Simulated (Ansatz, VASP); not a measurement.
# LiCl: VASP beside Ansatz

```
CELL_PARAMETERS angstrom
3.92677 0.00000 0.00000
-1.96338 3.40068 0.00000
0.00000 0.00000 6.28541
ATOMIC_POSITIONS crystal
Li 0.33333 0.66667 0.99702
Li 0.66667 0.33333 0.49702
Cl 0.33333 0.66667 0.37798
Cl 0.66667 0.33333 0.87798
```

Alike in both runs: task single point; functional PBE; k mesh 6 × 6 × 4; no spin polarisation.

|  | VASP | Ansatz |
| --- | --- | --- |
| version | VASP 6.6.1 | Ansatz 0.2.0 |
| potentials or method | VASP PAW PBE potentials, release 64 (Li_sv, Cl) | plane waves, PAW |
| plane-wave cutoff (eV) | 520 | 420 |
| occupations | gaussian, width 0.01 eV | fixed |
| valence electrons in the cell | 20 | 20 |

Ansatz gave:

- gap on the k mesh at the Fermi level (eV): 5.93

**Question.** Estimate VASP's values.

**Answer.** gap on the k mesh at the Fermi level (eV): 5.94.

Noted on VASP's run: the cutoff is short for stress, so the pressure is rough.
